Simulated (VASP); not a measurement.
Wanted: the native input for a VASP 6.6.1 run.

```
Task                   : single point
Functional             : r2SCAN
Potentials or basis    : VASP PAW PBE potentials, release 64 (Hf_pv)
Cutoff                 : 520 eV
k mesh                 : 10 × 10 × 10
Occupations            : fermi-dirac, width 0.05 eV
Spin                   : no spin polarisation
Dipole correction      : no
Further INCAR settings : ALGO = Normal; EDIFF = 1e-06; NBANDS = 11
```

Crystal: Hf.

```xyz
1
Lattice="0.0000 2.2347 2.2347 2.2347 0.0000 2.2347 2.2347 2.2347 0.0000" Properties=species:S:1:pos:R:3 pbc="T T T"
Hf    0.0000    0.0000    0.0000
```

These files were run (other wordings do the same):

POSCAR

```
Hf
1.0
    0.0000000000      2.2347024152      2.2347024152
    2.2347024152      0.0000000000      2.2347024152
    2.2347024152      2.2347024152      0.0000000000
Hf
1
Direct
    0.0000000000      0.0000000000      0.0000000000
```

INCAR.step1

```
SYSTEM = Hf
  ALGO = Normal
  EDIFF = 1E-4
  ENCUT = 520
  GGA = PE
  ISMEAR = -1
  LASPH = .TRUE.
  LCHARG = .FALSE.
  LREAL = .FALSE.
  LWAVE = .TRUE.
  NBANDS = 11
  NELM = 100
  PREC = Accurate
  SIGMA = 0.05
```

INCAR.step2

```
SYSTEM = Hf
  ALGO = Normal
  EDIFF = 1E-6
  ENCUT = 520
  ISIF = 2
  ISMEAR = -1
  ISTART = 1
  LASPH = .TRUE.
  LCHARG = .TRUE.
  LELF = .TRUE.
  LMIXTAU = .TRUE.
  LREAL = .FALSE.
  LVHAR = .TRUE.
  LWAVE = .FALSE.
  METAGGA = R2SCAN
  NBANDS = 11
  NELM = 100
  PREC = Accurate
  SIGMA = 0.05
```

KPOINTS

```
k-points
0
G
  10 10 10
  0 0 0
```

Potentials or basis: VASP PAW PBE potentials, release 64 (Hf_pv).

Command:

```console
$ cat potpaw_PBE.64/Hf_pv/POTCAR > POTCAR
$ cp INCAR.step1 INCAR
$ mpirun -np 1 vasp_std > vasp.out
$ cp INCAR.step2 INCAR
$ mpirun -np 1 vasp_std > vasp.out
```

Results of the run:

```json
{"Pressure": "0.0 GPa", "Band gap on the k mesh": "zero (band 5 reaches 6.23 eV, above the bottom of band 6 at 4.25 eV)"}
```

Caveat: the PAW data sets were made with another functional, which shifts forces and pressure a little; spin-orbit coupling is left out, which moves the levels of the heavy elements.

Run time: 19 s on 1 thread of Intel(R) Xeon(R) Platinum 8375C CPU @ 2.90GHz (Ice Lake) (shared host), peak memory 0.14 GiB.
